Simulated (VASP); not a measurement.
# KCl in VASP: further runs, part 2 of 3

VASP 6.6.1. The steps go on from the part before.

## (4) Single point, PBE (biaxial xy strain -0.6%)

Contents of INCAR:

```
SYSTEM = KCl
PREC     = Accurate       ! precision mode
ENCUT    = 520            ! plane-wave cutoff, eV
EDIFF    = 1E-6           ! SCF threshold, eV
ISMEAR   = -1             ! smearing method
SIGMA    = 0.02           ! smearing width, eV
LREAL    = .False.        ! projectors in reciprocal space
LASPH    = .True.         ! aspherical terms in the spheres
NELM     = 100            ! most SCF steps
ALGO     = Normal         ! electronic algorithm
ISIF     = 2              ! what is computed and relaxed
LWAVE    = .False.        ! write WAVECAR
LCHARG   = .False.        ! write CHGCAR
GGA      = PE             ! functional
NBANDS   = 15             ! bands
```

Contents of KPOINTS:

```
regular mesh
0
Gamma
  8 8 8
  0 0 0
```

Contents of POSCAR:

```
KCl
1.0
    0.0000000000      3.1247212928      3.1448483221
    3.1247212928      0.0000000000      3.1448483221
    3.1247212928      3.1247212928      0.0000000000
K Cl
1 1
Direct
    0.0000000000      0.0000000000      0.0000000000
    0.5000000000      0.5000000000      0.5000000000
```

Potentials or basis: VASP PAW PBE potentials, release 64 (K_sv, Cl).

On the command line:

```
cat potpaw_PBE.64/K_sv/POTCAR potpaw_PBE.64/Cl/POTCAR > POTCAR
mpirun -np 1 vasp_std > vasp.out
```

OUTCAR:

```text
SYSTEM = KCl
   PREC = Accurate
   ENCUT = 520
   EDIFF = 1E-6
   ISMEAR = -1
   LREAL = .False.
   LASPH = .True.
   NELM = 100
   ISIF = 2
   GGA = PE

 ion  position               nearest neighbor table
   1  0.000  0.000  0.000-   2 3.12   2 3.12   2 3.12   2 3.12   2 3.14   2 3.14
   2  0.500  0.500  0.500-   1 3.12   1 3.12   1 3.12   1 3.12   1 3.14   1 3.14

  LATTYP: Found a body centered tetragonal cell.
 ALAT       =     4.4190232309
 C/A-ratio  =     1.4233228285

  Lattice vectors:

 A1 = (  -3.1247212928,   0.0000000000,   3.1448483221)
 A2 = (   3.1247212928,   0.0000000000,   3.1448483221)
 A3 = (   0.0000000000,   3.1247212928,  -3.1448483221)

Analysis of symmetry for initial positions (statically):
=====================================================================
 Subroutine PRICEL returns:
 Original cell was already a primitive cell.

 Routine SETGRP: Setting up the symmetry group for a
 body centered tetragonal supercell.

 Subroutine GETGRP returns: Found 16 space group operations
 (whereof 16 operations were pure point group operations)
 out of a pool of 16 trial point group operations.

The static configuration has the point symmetry D_4h.

Analysis of symmetry for dynamics (positions and initial velocities):
=====================================================================
 Subroutine PRICEL returns:
 Original cell was already a primitive cell.

 Routine SETGRP: Setting up the symmetry group for a
 body centered tetragonal supercell.

 Subroutine GETGRP returns: Found 16 space group operations
 (whereof 16 operations were pure point group operations)
 out of a pool of 16 trial point group operations.

The dynamic configuration has the point symmetry D_4h.

 Subroutine INISYM returns: Found 16 space group operations
 (whereof 16 operations are pure point group operations),
 and found     1 'primitive' translations

----------------------------------------------------------------------------------------

                                     Primitive cell

  volume of cell :      61.4119

  direct lattice vectors                    reciprocal lattice vectors
     0.000000000  3.124721293  3.144848322    -0.160014271  0.160014271  0.158990180
     3.124721293  0.000000000  3.144848322     0.160014271 -0.160014271  0.158990180
     3.124721293  3.124721293  0.000000000     0.160014271  0.160014271 -0.158990180

  length of vectors
     4.433278034  4.433278034  4.419023231     0.276562852  0.276562852  0.276562852

  position of ions in fractional coordinates (direct lattice)
     0.000000000  0.000000000  0.000000000
     0.500000000  0.500000000  0.500000000

  ion indices of the primitive-cell ions
   primitive index   ion index
                 1           1
                 2           2

----------------------------------------------------------------------------------------

 KPOINTS: regular mesh

Automatic generation of k-mesh.
 Grid dimensions read from file:
 generate k-points for:    8    8    8

 Generating k-lattice:

  Cartesian coordinates                     Fractional coordinates (reciprocal lattice)
    -0.020001784  0.020001784  0.019873772     0.125000000 -0.000000000  0.000000000
     0.020001784 -0.020001784  0.019873772    -0.000000000  0.125000000  0.000000000
     0.020001784  0.020001784 -0.019873772     0.000000000  0.000000000  0.125000000

  Length of vectors
     0.034570357  0.034570357  0.034570357

  Shift w.r.t. Gamma in fractional coordinates (k-lattice)
     0.000000000  0.000000000  0.000000000

 Subroutine IBZKPT returns following result:
 ===========================================

 Found     59 irreducible k-points:

 Following reciprocal coordinates:
            Coordinates               Weight
  0.000000  0.000000  0.000000      1.000000
  0.125000  0.000000  0.000000      8.000000
  0.250000  0.000000  0.000000      8.000000
  0.375000  0.000000  0.000000      8.000000
  0.500000  0.000000  0.000000      4.000000
  0.125000  0.125000  0.000000      2.000000
[... 16 lines left out ...]
  0.250000  0.000000  0.125000     16.000000
  0.375000  0.000000  0.125000     16.000000
 [... further k-points ...]
   k-points           NKPTS =     59   k-points in BZ     NKDIM =     59   number of bands    NBANDS=     15
   number of dos      NEDOS =    301   number of ions     NIONS =      2
   total plane-waves  NPLWV =  46656
   dimension x,y,z NGX =    36 NGY =   36 NGZ =   36
   dimension x,y,z NGXF=    72 NGYF=   72 NGZF=   72
   ions per type =               1   1
   NGX,Y,Z   is equivalent  to a cutoff of  13.50, 13.50, 13.54 a.u.
   NGXF,Y,Z  is equivalent  to a cutoff of  27.00, 27.00, 27.09 a.u.
 SYSTEM =  KCl
   PREC   = accura    normal or accurate (medium, high low for compatibility)
   ISTART =      0    job   : 0-new  1-cont  2-samecut
   ICHARG =      2    charge: 1-file 2-atom 10-const
   ISPIN  =      1    spin polarized calculation?
   LNONCOLLINEAR =      F non collinear calculations
   LSORBIT =      F    spin-orbit coupling
   LASPH  =      T    aspherical Exc in radial PAW
   ENCUT  =  520.0 eV  38.22 Ry    6.18 a.u.   8.24  8.24  8.22*2*pi/ulx,y,z
   NELM   =    100;   NELMIN=  2; NELMDL= -5     # of ELM steps
   EDIFF  = 0.1E-05   stopping-criterion for ELM
   LREAL  =      F    real-space projection
   EDIFFG = 0.1E-04   stopping-criterion for IOM
   NSW    =      0    number of steps for IOM
   IBRION =     -1    ionic relax: 0-MD 1-quasi-New 2-CG
   NFREE  =      0    steps in history (QN), initial steepest desc. (CG)
   ISIF   =      2    stress and relaxation
   ISYM   =      2    0-nonsym 1-usesym 2-fastsym
   POTIM  = 0.5000    time-step for ionic-motion
   TEBEG  =    0.0;   TEEND  =   0.0 temperature during run
   PSTRESS=    0.0 pullay stress
   NELECT =      16.0000    total number of electrons
   NUPDOWN=      -1.0000    fix difference up-down
   EMIN   =  10.00;   EMAX   =-10.00  energy-range for DOS
   EFERMI =   0.00;   METHOD = LEGACY
   ISMEAR =    -1;   SIGMA  =   0.02  broadening in eV -4-tet -1-fermi 0-gaus
   EFERMI_NEDOS =   21; number of points for ismear=-14 and -15
   IALGO  =     38    algorithm
   IMIX   =      4    mixing-type and parameters
     AMIX     =   0.40;   BMIX     =  1.00
     AMIX_MAG =   1.60;   BMIX_MAG =  1.00
  volume/ion in A,a.u.               =      30.71       207.21
  Fermi-wavevector in a.u.,A,eV,Ry     =   1.045596  1.975891 14.874865  1.093272
  Thomas-Fermi vector in A             =   2.180399
   LORBIT       =      0    0 simple, 1 ext, 2 COOP (PROOUT), +10 PAW based schemes
   GGA     = PE    functional components
   LHFCALC =     F    Hartree Fock is set to
   AEXX    =    0.0000 exact exchange contribution
   IVDW    =     0    specifies the selected vdW correction
   LEPSILON=     F    determine dielectric tensor
   LRPA    =     F    only Hartree local field effects (RPA)
 non-spin polarized calculation
  energy-cutoff  :      520.00
  volume of cell :       61.41
 maximum number of plane-waves:      1676
 NGX is ok and might be reduce to    36
   NGX = 17   NGY = 17   NGZ = 17

 number of electron      16.0000002 magnetization

 Free energy of the ion-electron system (eV)
  ---------------------------------------------------
  ext. energy  EPLUGINS =         0.00000000
  ---------------------------------------------------
  free energy    TOTEN  =        -6.79825083 eV

  energy without entropy =       -6.79825083  energy(sigma->0) =       -6.79825083

 E-fermi :  -1.3911     XC(G=0):  -7.5981

 val. band max:       -1.7825536276   @ k =   0.0000   0.0000   0.0000
 cond. band min:       3.4526445502   @ k =   0.0000   0.0000   0.0000
 fundamental gap:      5.2351981778
 Fermi energy:        -1.3911345357

 k-point     1 :       0.0000    0.0000    0.0000
  band No.  band energies     occupation
      1     -28.9474      2.00000
      2     -13.9183      2.00000
      3     -12.4086      2.00000
      4     -12.4084      2.00000
      5     -12.4084      2.00000
      6      -1.7872      2.00000
      7      -1.7826      2.00000
      8      -1.7826      2.00000
      9       3.4526      0.00000
     10       6.5771      0.00000
     11       6.6180      0.00000
     12       6.6180      0.00000
     13       7.4738      0.00000
     14       7.5041      0.00000
[... 401 lines left out ...]
      2     -14.0428      2.00000
      3     -12.4284      2.00000
      4     -12.4251      2.00000
      5     -12.2424      2.00000
      6      -2.6121      2.00000
      7      -2.0764      2.00000
      8      -2.0211      2.00000
      9       5.4622      0.00000
     10       6.1760      0.00000
     11       8.0778      0.00000
     12       8.3812      0.00000
     13       8.5765      0.00000
     14       9.0410      0.00000
     15      10.7579      0.00000

 [... further k-points ...]
[... 5 lines left out ...]
  --------------------------------------------------------------------------------------
  -------------------------------------------------------------------------------------
  Total        0.4489138      0.4489138      0.3485213      0.0000000     -0.0000000      0.0000000
  in kB       11.7117369     11.7117369      9.0925901      0.0000000     -0.0000000      0.0000000
  external PRESSURE =      10.8386880 kB  Pullay stress =       0.0000000 kB

 VOLUME and BASIS-vectors are now :
 -----------------------------------------------------------------------------
  energy-cutoff  :      520.00
  volume of cell :       61.41
      direct lattice vectors                 reciprocal lattice vectors
     0.000000000  3.124721293  3.144848322    -0.160014271  0.160014271  0.158990180
     3.124721293  0.000000000  3.144848322     0.160014271 -0.160014271  0.158990180
     3.124721293  3.124721293  0.000000000     0.160014271  0.160014271 -0.158990180

 POSITION                                       TOTAL-FORCE (eV/Angst)
 -----------------------------------------------------------------------------------
      0.00000      0.00000      0.00000        -0.000000      0.000000      0.000000
      3.12472      3.12472      3.14485         0.000000     -0.000000      0.000000
 -----------------------------------------------------------------------------------
    total drift:                                0.000000      0.000000      0.000000

  FREE ENERGIE OF THE ION-ELECTRON SYSTEM (eV)
  ---------------------------------------------------
  free  energy   TOTEN  =        -6.7982508312 eV

  energy  without entropy=       -6.7982508312  energy(sigma->0) =       -6.79825083
```

Wall time 54 s (1 thread of Intel Xeon 6975P-C, shared host); peak memory 0.23 GiB.

What came out:

```yaml
Free_energy: -6.7983 eV
Pressure: 1.1 GPa
Band_gap_on_the_k_mesh: 5.24 eV, direct
```

Levels at points of the mesh, in eV from the valence-band top:
```
           k point  band 5  band 6  band 7  band 8  band 9  band 10  band 11  band 12
(0.00, 0.00, 0.00)  -10.63    0.00    0.00    0.00    5.24     8.36     8.40     8.40
(0.50, 0.00, 0.00)  -10.38   -1.08   -0.34   -0.34    7.63     8.66    10.57    10.58
(0.50, 0.50, 0.00)  -10.68   -0.68   -0.22   -0.22    6.53     8.41    10.13    10.26
(0.50, 0.00, 0.50)  -10.68   -0.66   -0.23   -0.23    6.52     8.42    10.17    10.27
```

Caveat: the cell differs from its parent crystal (biaxial xy strain -0.6%). A k mesh can miss the band edges.

## (5) Single point, PBE (strain along [111] -1.9%)

Contents of INCAR:

```
  PREC = Accurate
  ENCUT = 520
  EDIFF = 1E-7
  ISMEAR = -1
  SIGMA = 0.02
  LREAL = F
  LASPH = T
  NELM = 80
  ALGO = Normal
  ISIF = 2
  LWAVE = F
  LCHARG = F
  GGA = PE
  NBANDS = 15
```

Contents of KPOINTS:

```
regular mesh
0
Gamma
  8 8 8
```

Contents of POSCAR:

```
KCl
1.0
   -0.0392057757      3.1056425464      3.1056425464
    3.1056425464     -0.0392057757      3.1056425464
    3.1056425464      3.1056425464     -0.0392057757
K Cl
1 1
Direct
    0.0000000000      0.0000000000      0.0000000000
    0.5000000000      0.5000000000      0.5000000000
```

On the command line:

```
cat potpaw_PBE.64/K_sv/POTCAR potpaw_PBE.64/Cl/POTCAR > POTCAR
mpirun -np 1 vasp_std > vasp.out
```

It took 64 s on 1 thread of Intel Xeon 6975P-C, shared host; peak memory 0.23 GiB.

The run converged. Its results:

```
Free energy            : -6.7952 eV
Pressure               : 1.2 GPa
Band gap on the k mesh : 5.23 eV, direct
```

Stress tensor (GPa, compression positive):
```
1.20 0.07 0.07
0.07 1.20 0.07
0.07 0.07 1.20
```

Levels at points of the mesh, in eV from the valence-band top:
```csv
k point,band 4,band 5,band 6,band 7,band 8,band 9,band 10,band 11,band 12,band 13
"(0.00, 0.00, 0.00)",-10.63,-10.63,-0.03,-0.03,0.00,5.23,8.31,8.31,8.48,9.26
"(0.50, 0.00, 0.00)",-10.64,-10.38,-1.12,-0.37,-0.34,7.63,8.64,10.49,10.63,11.41
"(0.50, 0.50, 0.00)",-10.70,-10.69,-0.69,-0.27,-0.23,6.49,8.42,10.17,10.25,10.68
"(0.50, 0.50, 0.50)",-10.65,-10.40,-1.11,-0.39,-0.39,7.63,8.72,10.61,10.61,11.40
```

Caveat: the cell differs from its parent crystal (strain along [111] -1.9%).

## (6) Single point, r2SCAN (biaxial xy strain -0.6%)

Contents of POSCAR:

```
KCl
1.0
    0.0000000000      3.1247212928      3.1448483221
    3.1247212928      0.0000000000      3.1448483221
    3.1247212928      3.1247212928      0.0000000000
K Cl
1 1
Direct
    0.0000000000      0.0000000000      0.0000000000
    0.5000000000      0.5000000000      0.5000000000
```

Contents of INCAR.step1:

```
SYSTEM = KCl
  ALGO = Normal
  EDIFF = 1E-4
  ENCUT = 520
  GGA = PE
  ISMEAR = 0
  LASPH = .True.
  LCHARG = .False.
  LREAL = .False.
  LWAVE = .True.
  NBANDS = 15
  NELM = 100
  PREC = Accurate
  SIGMA = 0.01
```

Contents of INCAR.step2:

```
SYSTEM = KCl
  ALGO = Normal
  EDIFF = 1E-6
  ENCUT = 520
  ISIF = 2
  ISMEAR = 0
  ISTART = 1
  LASPH = .True.
  LCHARG = .False.
  LMIXTAU = .True.
  LREAL = .False.
  LWAVE = .False.
  METAGGA = R2SCAN
  NBANDS = 15
  NELM = 100
  PREC = Accurate
  SIGMA = 0.01
```

Contents of KPOINTS:

```
k-points
0
Gamma
  8 8 8
  0 0 0
```

Potentials or basis: VASP PAW PBE potentials, release 64 (K_sv, Cl).

On the command line:

```
cat potpaw_PBE.64/K_sv/POTCAR potpaw_PBE.64/Cl/POTCAR > POTCAR
cp INCAR.step1 INCAR
mpirun -np 1 vasp_std > vasp.out
cp INCAR.step2 INCAR
mpirun -np 1 vasp_std > vasp.out
```

It took 2.4 min on 1 thread of Intel Xeon 6975P-C, shared host; peak memory 0.24 GiB.

The run converged. Its results:

```yaml
Free_energy: -16.5053 eV
Pressure: 0.3 GPa
Band_gap_on_the_k_mesh: 5.88 eV, direct
```

Stress tensor (GPa, compression positive):
```
0.37 0.00 0.00
0.00 0.37 0.00
0.00 0.00 0.09
```

Levels at points of the mesh, in eV from the valence-band top:
```tsv
k point	band 5	band 6	band 7	band 8	band 9	band 10	band 11	band 12
(0.00, 0.00, 0.00)	-10.93	-0.01	0.00	0.00	5.88	9.01	9.05	9.05
(0.50, 0.00, 0.00)	-10.70	-1.07	-0.33	-0.33	8.17	9.30	11.36	11.37
(0.50, 0.50, 0.00)	-10.98	-0.69	-0.23	-0.23	7.02	9.28	10.75	11.13
(0.50, 0.00, 0.50)	-10.98	-0.68	-0.23	-0.23	7.01	9.28	10.79	11.14
```

Caveat: the cell differs from its parent crystal (biaxial xy strain -0.6%); the PAW data sets were made with another functional, which shifts forces and pressure a little. A k mesh can miss the band edges.

(Part 2 of 3 ends here.)
